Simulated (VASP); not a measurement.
A run of VASP 6.6.1:

The input INCAR:

```
PREC = Accurate
ENCUT = 520
EDIFF = 1E-6
ISMEAR = -1
SIGMA = 0.15
LREAL = False
LASPH = True
NELM = 100
ALGO = Normal
ISIF = 2
LWAVE = False
LCHARG = False
GGA = PS
NBANDS = 18
```

Contents of KPOINTS:

```
Automatic mesh
0
Gamma
  10 10 10
```

File POSCAR:

```
ScAl3
1.0
    4.0737612897      0.0000000000      0.0000000000
    0.0000000000      4.0737612897      0.0000000000
    0.0000000000      0.0000000000      4.0737612897
Sc Al
1 3
Direct
    0.0000000000      0.0000000000      0.0000000000
    0.5000000000      0.0000000000      0.5000000000
    0.0000000000      0.5000000000      0.5000000000
    0.5000000000      0.5000000000      0.0000000000
```

Potentials or basis: VASP PAW PBE potentials, release 64 (Sc_sv, Al).

Launch:

```console
$ cat potpaw_PBE.64/Sc_sv/POTCAR potpaw_PBE.64/Al/POTCAR > POTCAR
$ mpirun -np 1 vasp_std > vasp.out
```

Hardware: 1 thread of Intel(R) Xeon(R) 6975P-C (Granite Rapids) (shared host).

Estimate the wall time of this run.

It took 29 s on 1 thread of Intel(R) Xeon(R) 6975P-C (Granite Rapids), with other jobs on the host, peak memory 0.2 GiB. Counts: scf iterations 13, k points 56.
